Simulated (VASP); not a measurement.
**GaP (d3): single point with PBE+D3(BJ)**

The system is GaP (d3).

```
Ga P
1.0
     0.00000    2.72316    2.72316
     2.72316    0.00000    2.72316
     2.72316    2.72316    0.00000
Ga P
1 1
Cartesian
  0.0000 0.0000 0.0000
  4.0847 4.0847 4.0847
```

| Quantity | Value |
| --- | --- |
| Program | VASP 6.6.1 |
| Task | single point |
| Functional | PBE |
| Dispersion | D3(BJ) |
| Potentials or basis | VASP PAW PBE potentials, release 64 (Ga_d, P) |
| Cutoff | 520 eV |
| k mesh | 8 × 8 × 8 |
| Occupations | gaussian, width 0.02 eV |
| Spin | no spin polarisation |

```
Pressure                   : -0.1 GPa
Band gap on the k mesh     : 1.64 eV, indirect (least direct gap 1.85 eV)
Dispersion energy per atom : -0.317 eV
```

Levels at points of the mesh, in eV from the valence-band top:
```
           k point  band 5  band 6  band 7  band 8  band 9  band 10  band 11  band 12  band 13  band 14
(0.00, 0.00, 0.00)  -14.45  -12.51    0.00    0.00    0.00     1.85     3.89     3.89     3.89     8.82
(0.50, 0.00, 0.00)  -14.45  -10.44   -6.64   -1.12   -1.12     1.68     4.72     4.72     8.29    10.91
(0.50, 0.50, 0.00)  -14.43   -9.53   -6.76   -2.69   -2.69     1.65     1.82    10.61    10.61    11.22
```

It took 19 s on 1 thread of Intel(R) Xeon(R) Platinum 8488C (Sapphire Rapids), with other jobs on the host, peak memory 0.18 GiB.

A k mesh can miss the band edges.
